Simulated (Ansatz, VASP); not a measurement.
# RbGeN in VASP and in Ansatz

```
Rb Ge N
1.0
     4.56612    0.00000    0.00000
     0.00000    4.56612    0.00000
     0.00000    0.00000    8.03636
Rb Ge N
2 2 2
Direct
  0.50000 0.00000 0.66800
  0.00000 0.50000 0.33200
  0.00000 0.00000 0.00000
  0.50000 0.50000 0.00000
  0.50000 0.00000 0.19050
  0.00000 0.50000 0.80950
```

Change from the starting cell: species swapped into the BaMnGe type (P4/nmm, No. 129).

Alike in both runs: task relaxation of cell and atoms; functional PBE; k mesh 4 × 4 × 2; occupations gaussian, width 0.1 eV; no spin polarisation.

```csv
,VASP,Ansatz
version,VASP 6.6.1,Ansatz 0.2.0
potentials or method,"VASP PAW PBE potentials, release 64 (Rb_sv, Ge_d, N), cutoff 600 eV","scalar-relativistic, plane waves, PAW"
valence electrons in the cell,56,56
```

VASP gave:

- gap on the k mesh at the Fermi level, each at its own relaxed structure (eV): none
- relaxed volume (Å³/atom): 29.21
- relaxed cell length with the largest relative difference (Å): 9.978

What did Ansatz give for the same quantities?

gap on the k mesh at the Fermi level, each at its own relaxed structure (eV): none; relaxed volume (Å³/atom): 29.85; relaxed cell length with the largest relative difference (Å): 10.189.

A gap of «none» marks a metal or a gap that the smearing closes.

The k mesh is coarse, so the values compare programs but aren't converged.
